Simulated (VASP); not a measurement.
# ZrNbSe3 (P-4m2) in VASP: a series of runs

The runs below take ZrNbSe3 through single point, with PBE.

Everything below comes from runs of VASP 6.6.1. Logs are shortened: lines on timing, memory, paths and dates and some standing lists are left out, and cuts for length are marked.

## Step 1: The cell of the first run

It takes space group P-4m2 (No. 115, tetragonal). The conventional cell has a = 4.696 Å, b = 4.696 Å, c = 5.706 Å, α = 90.00°, β = 90.00°, γ = 90.00°. Within 3.4 Å of Zr (site symmetry -4m2) lie 6 Se at 2.58 to 2.85 Å. Within 3.9 Å of Nb (site symmetry -4m2) lie 8 Se at 2.94 to 3.32 Å. Within 3.4 Å of Se (site symmetry 2mm) lie 2 Zr at 2.58 Å and 2 Nb at 2.94 Å and 2 Se at 2.94 Å. Se (site symmetry -4m2) has 2 Zr at 2.85 Å and 4 Se at 2.94 Å and 4 Nb at 3.32 Å within 3.8 Å.

## Step 2: Single point, PBE, collinear spin, ferrimagnetic start

Input file INCAR:

```
PREC = Accurate
ENCUT = 520
EDIFF = 1E-7
ISMEAR = 0
SIGMA = 0.1
LREAL = False
LASPH = True
NELM = 150
ALGO = Normal
ISIF = 2
LWAVE = False
LCHARG = True
ISPIN = 2
MAGMOM = 0.2 2.21 -0.06 -0.06 -0.09
LORBIT = 11
LMAXMIX = 4
GGA = PE
LELF = True
LVHAR = True
NBANDS = 34
```

Input file KPOINTS:

```
Automatic mesh
0
Gamma
  4 4 4
```

Input file POSCAR:

```
ZrNbSe3
1.0
    4.6958728548      0.0000000000      0.0000000000
    0.0000000000      4.6958728548      0.0000000000
    0.0000000000      0.0000000000      5.7063818278
Zr Nb Se
1 1 3
Direct
    0.0000000000      0.0000000000      0.5000000000
    0.5000000000      0.5000000000      0.0000000000
    0.0000000000      0.5000000000      0.6894389925
    0.5000000000      0.0000000000      0.3105610075
    0.0000000000      0.0000000000      0.0000000000
```

Potentials or basis: VASP PAW PBE potentials, release 64 (Zr_sv, Nb_sv, Se).

On the command line:

```
$ cat potpaw_PBE.64/Zr_sv/POTCAR potpaw_PBE.64/Nb_sv/POTCAR potpaw_PBE.64/Se/POTCAR > POTCAR
$ mpirun -np 1 vasp_std > vasp.out
```

OUTCAR:

```text
PREC = Accurate
   ENCUT = 520
   EDIFF = 1E-7
   ISMEAR = 0
   LREAL = False
   LASPH = True
   NELM = 150
   ISIF = 2
   ISPIN = 2
   LORBIT = 11
   GGA = PE

 ion  position               nearest neighbor table
   1  0.000  0.000  0.500-   3 2.58   4 2.58   3 2.58   4 2.58   5 2.85   5 2.85
   2  0.500  0.500  0.000-
   3  0.000  0.500  0.689-   1 2.58   1 2.58
   4  0.500  0.000  0.311-   1 2.58   1 2.58
   5  0.000  0.000  0.000-   1 2.85   1 2.85

  LATTYP: Found a simple tetragonal cell.
 ALAT       =     4.6958728548
 C/A-ratio  =     1.2151908717

  Lattice vectors:

 A1 = (   4.6958728548,   0.0000000000,   0.0000000000)
 A2 = (   0.0000000000,   4.6958728548,   0.0000000000)
 A3 = (   0.0000000000,   0.0000000000,   5.7063818278)

Analysis of symmetry for initial positions (statically):
=====================================================================
 Subroutine PRICEL returns:
 Original cell was already a primitive cell.

 Routine SETGRP: Setting up the symmetry group for a
 simple tetragonal supercell.

 Subroutine GETGRP returns: Found  8 space group operations
 (whereof  8 operations were pure point group operations)
 out of a pool of 16 trial point group operations.

The static configuration has the point symmetry D_2d.

Analysis of symmetry for dynamics (positions and initial velocities):
=====================================================================
 Subroutine PRICEL returns:
 Original cell was already a primitive cell.

 Routine SETGRP: Setting up the symmetry group for a
 simple tetragonal supercell.

 Subroutine GETGRP returns: Found  8 space group operations
 (whereof  8 operations were pure point group operations)
 out of a pool of 16 trial point group operations.

The dynamic configuration has the point symmetry D_2d.

Analysis of structural, dynamic, and magnetic symmetry:
=====================================================================
 Subroutine PRICEL returns:
 Original cell was already a primitive cell.

 Routine SETGRP: Setting up the symmetry group for a
 simple tetragonal supercell.

 Subroutine GETGRP returns: Found  8 space group operations
 (whereof  8 operations were pure point group operations)
 out of a pool of 16 trial point group operations.

The overall configuration has the point symmetry D_2d.

 Subroutine INISYM returns: Found  8 space group operations
 (whereof  8 operations are pure point group operations),
 and found     1 'primitive' translations

[... 122 lines left out ...]
   LEPSILON=     F    determine dielectric tensor
   LRPA    =     F    only Hartree local field effects (RPA)
 spin polarized calculation
 Gauss-broadening in eV      SIGMA  =   0.10
  energy-cutoff  :      520.00
  volume of cell :      125.83
 maximum number of plane-waves:      3440
 NGX is ok and might be reduce to    36
   NGX = 17   NGY = 17   NGZ = 21

 number of electron      43.0000002 magnetization       2.9255050

 Free energy of the ion-electron system (eV)
  ---------------------------------------------------
  ext. energy  EPLUGINS =         0.00000000
  ---------------------------------------------------
  free energy    TOTEN  =       -29.92351822 eV

  energy without entropy =      -29.90757686  energy(sigma->0) =      -29.91554754

 E-fermi :   6.0827     XC(G=0):  -9.7281

 val. band max:        6.0544906095   @ k =   0.2500   0.0000   0.5000
 cond. band min:       6.0876248763   @ k =   0.5000   0.0000   0.5000
 fundamental gap:      0.0331342668
 Fermi energy:         6.0826978508

 spin component 1

 k-point     1 :       0.0000    0.0000    0.0000
  band No.  band energies     occupation
      1     -50.3035      1.00000
      2     -44.0192      1.00000
      3     -26.4512      1.00000
      4     -26.4512      1.00000
      5     -26.4287      1.00000
      6     -22.1638      1.00000
[... 637 lines left out ...]
     32      10.8127      0.00000
     33      10.8127      0.00000
 Fermi energy:         6.0826978508

 spin component 2

 k-point     1 :       0.0000    0.0000    0.0000
  band No.  band energies     occupation
      1     -48.9583      1.00000
      2     -43.8702      1.00000
      3     -24.9500      1.00000
      4     -24.9500      1.00000
      5     -24.8080      1.00000
      6     -22.0431      1.00000
[... 637 lines left out ...]
     32      11.2565      0.00000
     33      11.2565      0.00000
 [bands above 33 left out]

------------------------ aborting loop because EDIFF is reached ----------------------------------------

  FORCE on cell =-STRESS in cart. coord.  units (eV):
  Direction    XX          YY          ZZ          XY          YZ          ZX
  --------------------------------------------------------------------------------------
  -------------------------------------------------------------------------------------
  Total        0.1088936      0.1088936     -0.1504346      0.0000000      0.0000000      0.0000000
  in kB        1.3864990      1.3864990     -1.9154232      0.0000000      0.0000000      0.0000000
  external PRESSURE =       0.2858583 kB  Pullay stress =       0.0000000 kB

 VOLUME and BASIS-vectors are now :
 -----------------------------------------------------------------------------
  energy-cutoff  :      520.00
  volume of cell :      125.83
      direct lattice vectors                 reciprocal lattice vectors
     4.695872855  0.000000000  0.000000000     0.212952955  0.000000000  0.000000000
     0.000000000  4.695872855  0.000000000     0.000000000  0.212952955  0.000000000
     0.000000000  0.000000000  5.706381828     0.000000000  0.000000000  0.175242392

 POSITION                                       TOTAL-FORCE (eV/Angst)
 -----------------------------------------------------------------------------------
      0.00000      0.00000      2.85319         0.000000      0.000000      0.000000
      2.34794      2.34794      0.00000         0.000000     -0.000000      0.000000
      0.00000      2.34794      3.93420        -0.000000      0.000000      0.008088
      2.34794      0.00000      1.77218         0.000000      0.000000     -0.008088
      0.00000      0.00000      0.00000        -0.000000      0.000000      0.000000
 -----------------------------------------------------------------------------------
    total drift:                                0.000000      0.000000      0.000000

  FREE ENERGIE OF THE ION-ELECTRON SYSTEM (eV)
  ---------------------------------------------------
  free  energy   TOTEN  =       -29.9235182245 eV

  energy  without entropy=      -29.9075768634  energy(sigma->0) =      -29.91554754

 total charge

# of ion       s       p       d       tot
------------------------------------------
    1        2.175   5.982   1.644   9.801
    2        2.088   5.917   2.493  10.497
    3        1.456   2.398   0.055   3.909
    4        1.456   2.398   0.055   3.909
    5        1.494   2.269   0.042   3.805
--------------------------------------------------
tot          8.669  18.963   4.288  31.920

 magnetization (x)

# of ion       s       p       d       tot
------------------------------------------
    1        0.007   0.002   0.228   0.237
    2        0.031   0.018   1.918   1.967
    3       -0.001  -0.077   0.015  -0.063
    4       -0.001  -0.077   0.015  -0.063
    5        0.005  -0.087   0.008  -0.075
--------------------------------------------------
tot          0.039  -0.221   2.184   2.002
```

stdout:

```text
POSCAR found type information on POSCAR ZrNbSe
 POSCAR found :  3 types and       5 ions
 scaLAPACK will be used
 LDA part: xc-table for (Slater+PW92), standard interpolation
 POSCAR, INCAR and KPOINTS ok, starting setup
 FFT: planning ... GRIDC
 FFT: planning ... GRID_SOFT
 FFT: planning ... GRID
 WAVECAR not read
 entering main loop
```

Wall time 82 s (1 thread of Intel Xeon 6975P-C (Granite Rapids), shared host); peak memory 0.33 GiB.

What came out:

```yaml
Free_energy: -29.9235 eV
Pressure: 0.0 GPa
Largest_force: 0.008 eV/Å
Net_moment: 2.93 μB per cell
Site_moments: Zr +0.24; Nb +1.97; Se -0.06, -0.07 μB
Valence_electrons_inside_the_program's_atomic_spheres: Zr 9.80; Nb 10.50; Se 3.91, 3.81
```

Forces in eV/Å, atoms in the order of the input:
```
Zr   0.000  0.000  0.000
Nb   0.000  0.000  0.000
Se   0.000  0.000  0.008
Se   0.000  0.000 -0.008
Se   0.000  0.000  0.000
```

Levels at points of the mesh, in eV from the Fermi level:
Spin up:
| k point | band 21 | band 22 | band 23 | band 24 | band 25 | band 26 |
| --- | --- | --- | --- | --- | --- | --- |
| (0.00, 0.00, 0.00) | -1.25 | -1.03 | -0.36 | -0.32 | 0.13 | 0.22 |
| (0.50, 0.00, 0.00) | -1.01 | -0.91 | -0.32 | 0.46 | 0.67 | 0.88 |
| (0.50, 0.50, 0.00) | -0.89 | -0.58 | -0.19 | 0.11 | 0.11 | 0.64 |
| (0.00, 0.00, 0.50) | -1.12 | -1.07 | -0.14 | 0.37 | 0.65 | 0.65 |
| (0.50, 0.00, 0.50) | -0.57 | -0.20 | 0.00 | 0.01 | 0.64 | 0.83 |
| (0.50, 0.50, 0.50) | -0.81 | -0.79 | -0.64 | 0.33 | 0.33 | 0.77 |
Spin down:
```
           k point  band 17  band 18  band 19  band 20  band 21  band 22  band 23  band 24
(0.00, 0.00, 0.00)    -3.89    -2.61    -1.61    -1.61    -0.17     0.31     0.59     0.67
(0.50, 0.00, 0.00)    -3.65    -2.47    -2.23    -0.98     0.15     0.19     0.81     1.10
(0.50, 0.50, 0.00)    -3.04    -2.42    -2.42    -2.04     0.55     0.55     0.70     0.80
(0.00, 0.00, 0.50)    -3.87    -3.87    -1.11    -1.11     0.27     0.42     0.66     1.77
(0.50, 0.00, 0.50)    -3.48    -2.77    -1.85    -1.04     0.75     0.87     0.94     1.33
(0.50, 0.50, 0.50)    -3.77    -2.57    -1.40    -1.40     0.52     0.52     0.78     0.79
```

## Step 3: Single point, PBE, collinear spin, ferrimagnetic start

This run uses another cell than the first one, of 27.46 Å³/atom, 1.091 times its volume.

Input file INCAR:

```
SYSTEM = ZrNbSe3
PREC     = Accurate       ! precision mode
ENCUT    = 520            ! plane-wave cutoff, eV
EDIFF    = 1E-6           ! SCF threshold, eV
ISMEAR   = 0              ! smearing method
SIGMA    = 0.1            ! smearing width, eV
LREAL    = .FALSE.        ! projectors in reciprocal space
LASPH    = .TRUE.         ! aspherical terms in the spheres
NELM     = 150            ! most SCF steps
ALGO     = Normal         ! electronic algorithm
ISIF     = 2              ! what is computed and relaxed
LWAVE    = .FALSE.        ! write WAVECAR
LCHARG   = .FALSE.        ! write CHGCAR
ISPIN    = 2              ! spin polarisation
MAGMOM   = 0.24 2.36 -0.08 -0.08 -0.13 ! initial moments
LORBIT   = 11             ! projections on sites
LMAXMIX  = 4              ! l up to which the mixer works
GGA      = PE             ! functional
NBANDS   = 34             ! bands
```

Input file KPOINTS:

```
regular mesh
0
G
  4 4 4
  0 0 0
```

Input file POSCAR:

```
ZrNbSe3
1.0
    4.8050034200      0.0000000000      0.0000000000
    0.0000000000      4.8050034200      0.0000000000
    0.0000000000      0.0000000000      5.9471652000
Zr Nb Se
1 1 3
Direct
    0.0000000000      0.0000000000      0.5000000000
    0.5000000000      0.5000000000      0.0000000000
    0.0000000000      0.5000000000      0.6931440300
    0.5000000000      0.0000000000      0.3068559700
    0.0000000000      0.0000000000      0.0000000000
```

Potentials or basis: VASP PAW PBE potentials, release 64 (Zr_sv, Nb_sv, Se).

On the command line:

```
$ cat potpaw_PBE.64/Zr_sv/POTCAR potpaw_PBE.64/Nb_sv/POTCAR potpaw_PBE.64/Se/POTCAR > POTCAR
$ mpirun -np 1 vasp_std > vasp.out
```

OUTCAR:

```text
SYSTEM = ZrNbSe3
   PREC = Accurate
   ENCUT = 520
   EDIFF = 1E-6
   ISMEAR = 0
   LREAL = .FALSE.
   LASPH = .TRUE.
   NELM = 150
   ISIF = 2
   ISPIN = 2
   LORBIT = 11
   GGA = PE

 ion  position               nearest neighbor table
   1  0.000  0.000  0.500-   3 2.66   4 2.66   3 2.66   4 2.66   5 2.97   5 2.97
   2  0.500  0.500  0.000-
   3  0.000  0.500  0.693-   1 2.66   1 2.66
   4  0.500  0.000  0.307-   1 2.66   1 2.66
   5  0.000  0.000  0.000-   1 2.97   1 2.97

  LATTYP: Found a simple tetragonal cell.
 ALAT       =     4.8050034200
 C/A-ratio  =     1.2377025946

  Lattice vectors:

 A1 = (   4.8050034200,   0.0000000000,   0.0000000000)
 A2 = (   0.0000000000,   4.8050034200,   0.0000000000)
 A3 = (   0.0000000000,   0.0000000000,   5.9471652000)

Analysis of symmetry for initial positions (statically):
=====================================================================
 Subroutine PRICEL returns:
 Original cell was already a primitive cell.

 Routine SETGRP: Setting up the symmetry group for a
 simple tetragonal supercell.

[... 1494 lines left out ...]
  -------------------------------------------------------------------------------------
  Total       -4.2680813     -4.2680813     -4.3353088      0.0000000      0.0000000      0.0000000
  in kB      -49.8018941    -49.8018941    -50.5863346      0.0000000      0.0000000      0.0000000
  external PRESSURE =     -50.0633743 kB  Pullay stress =       0.0000000 kB

 VOLUME and BASIS-vectors are now :
 -----------------------------------------------------------------------------
  energy-cutoff  :      520.00
  volume of cell :      137.31
      direct lattice vectors                 reciprocal lattice vectors
     4.805003420  0.000000000  0.000000000     0.208116397  0.000000000  0.000000000
     0.000000000  4.805003420  0.000000000     0.000000000  0.208116397  0.000000000
     0.000000000  0.000000000  5.947165200     0.000000000  0.000000000  0.168147339

 POSITION                                       TOTAL-FORCE (eV/Angst)
 -----------------------------------------------------------------------------------
      0.00000      0.00000      2.97358         0.000000      0.000000      0.000000
      2.40250      2.40250      0.00000        -0.000000     -0.000000      0.000000
      0.00000      2.40250      4.12224        -0.000000      0.000000     -0.261940
      2.40250      0.00000      1.82492        -0.000000      0.000000      0.261940
      0.00000      0.00000      0.00000         0.000000      0.000000      0.000000
 -----------------------------------------------------------------------------------
    total drift:                                0.000000      0.000000      0.000000

  FREE ENERGIE OF THE ION-ELECTRON SYSTEM (eV)
  ---------------------------------------------------
  free  energy   TOTEN  =       -29.7251258302 eV

  energy  without entropy=      -29.7082591198  energy(sigma->0) =      -29.71669248

 total charge

# of ion       s       p       d       tot
------------------------------------------
    1        2.165   5.967   1.548   9.679
    2        2.082   5.910   2.489  10.481
    3        1.456   2.358   0.044   3.858
    4        1.456   2.358   0.044   3.858
    5        1.492   2.242   0.031   3.765
--------------------------------------------------
tot          8.650  18.834   4.157  31.641

 magnetization (x)

# of ion       s       p       d       tot
------------------------------------------
    1        0.007   0.001   0.258   0.267
    2        0.031   0.017   2.007   2.055
    3       -0.002  -0.087   0.012  -0.077
    4       -0.002  -0.087   0.012  -0.077
    5        0.003  -0.114   0.006  -0.105
--------------------------------------------------
tot          0.038  -0.270   2.295   2.063
```

OSZICAR:

```text
N       E                     dE             d eps       ncg     rms          rms(c)
DAV:   1     0.348245785368E+03    0.34825E+03   -0.20280E+04  2456   0.114E+03
DAV:   2    -0.410066721702E-01   -0.34829E+03   -0.33447E+03  3138   0.344E+02
DAV:   3    -0.294830129910E+02   -0.29442E+02   -0.28570E+02  3752   0.830E+01
DAV:   4    -0.319628713998E+02   -0.24799E+01   -0.24436E+01  4088   0.221E+01
DAV:   5    -0.320536397074E+02   -0.90768E-01   -0.90723E-01  3440   0.270E+00    0.144E+01
DAV:   6    -0.302145149658E+02    0.18391E+01   -0.13511E+01  3292   0.138E+01    0.834E+00
DAV:   7    -0.298292428677E+02    0.38527E+00   -0.58479E+00  3512   0.940E+00    0.449E+00
DAV:   8    -0.297216617183E+02    0.10758E+00   -0.83009E-01  3212   0.337E+00    0.260E+00
DAV:   9    -0.297213726718E+02    0.28905E-03   -0.13474E-01  3092   0.190E+00    0.726E-01
DAV:  10    -0.297247062896E+02   -0.33336E-02   -0.32406E-02  3338   0.937E-01    0.339E-01
DAV:  11    -0.297249032682E+02   -0.19698E-03   -0.34424E-03  3304   0.332E-01    0.149E-01
DAV:  12    -0.297250470717E+02   -0.14380E-03   -0.69267E-04  3604   0.123E-01    0.748E-02
DAV:  13    -0.297251107956E+02   -0.63724E-04   -0.11581E-04  2902   0.516E-02    0.311E-02
DAV:  14    -0.297251230445E+02   -0.12249E-04   -0.33669E-05  3184   0.283E-02    0.105E-02
DAV:  15    -0.297251256331E+02   -0.25886E-05   -0.55735E-06  2794   0.114E-02    0.482E-03
DAV:  16    -0.297251258302E+02   -0.19710E-06   -0.60764E-07  1930   0.436E-03
   1 F= -.29725126E+02 E0= -.29716692E+02  d E =-.168667E-01  mag=     2.9954
```

stdout:

```text
POSCAR found type information on POSCAR ZrNbSe
 POSCAR found :  3 types and       5 ions
 scaLAPACK will be used
 LDA part: xc-table for (Slater+PW92), standard interpolation
 POSCAR, INCAR and KPOINTS ok, starting setup
 FFT: planning ... GRIDC
 FFT: planning ... GRID_SOFT
 FFT: planning ... GRID
 WAVECAR not read
 entering main loop
```

It took 83 s on 1 thread of Intel Xeon 6975P-C (Granite Rapids), shared host; peak memory 0.35 GiB.

Results:

```
Free energy                                           : -29.7251 eV
Pressure                                              : -5.0 GPa
Largest force                                         : 0.262 eV/Å
Band gap on the k mesh                                : zero (filled and empty bands overlap)
Net moment                                            : 3.00 μB per cell
Site moments                                          : Zr +0.27; Nb +2.06; Se -0.08, -0.10 μB
Valence electrons inside the program's atomic spheres : Zr 9.68; Nb 10.48; Se 3.86, 3.77
```

Forces in eV/Å, atoms in the order of the input:
```
Zr   0.000  0.000  0.000
Nb   0.000  0.000  0.000
Se   0.000  0.000 -0.262
Se   0.000  0.000  0.262
Se   0.000  0.000  0.000
```

Stress tensor (GPa, compression positive):
```
-4.98  0.00  0.00
 0.00 -4.98  0.00
 0.00  0.00 -5.06
```

Levels at points of the mesh, in eV from the Fermi level:
Spin up:
| k point | band 20 | band 21 | band 22 | band 23 | band 24 | band 25 | band 26 | band 27 |
| --- | --- | --- | --- | --- | --- | --- | --- | --- |
| (0.00, 0.00, 0.00) | -1.48 | -1.06 | -0.94 | -0.34 | -0.32 | 0.11 | 0.22 | 0.22 |
| (0.50, 0.00, 0.00) | -1.23 | -0.86 | -0.77 | -0.29 | 0.38 | 0.52 | 0.80 | 1.01 |
| (0.50, 0.50, 0.00) | -1.83 | -0.78 | -0.53 | -0.21 | 0.12 | 0.12 | 0.51 | 0.51 |
| (0.00, 0.00, 0.50) | -1.08 | -1.02 | -0.93 | -0.08 | 0.18 | 0.54 | 0.54 | 1.58 |
| (0.50, 0.00, 0.50) | -1.38 | -0.52 | -0.16 | -0.04 | -0.03 | 0.59 | 0.80 | 0.86 |
| (0.50, 0.50, 0.50) | -1.78 | -0.73 | -0.71 | -0.59 | 0.31 | 0.31 | 0.64 | 0.64 |
Spin down:
```
           k point  band 18  band 19  band 20  band 21  band 22  band 23
(0.00, 0.00, 0.00)    -2.40    -1.48    -1.48     0.08     0.34     0.67
(0.50, 0.00, 0.00)    -2.24    -2.07    -0.85     0.30     0.33     0.66
(0.50, 0.50, 0.00)    -2.09    -2.09    -1.81     0.50     0.50     0.63
(0.00, 0.00, 0.50)    -3.53    -1.10    -1.10     0.40     0.65     0.80
(0.50, 0.00, 0.50)    -2.47    -1.74    -0.99     0.75     0.89     1.04
(0.50, 0.50, 0.50)    -2.24    -1.29    -1.29     0.50     0.50     0.88
```
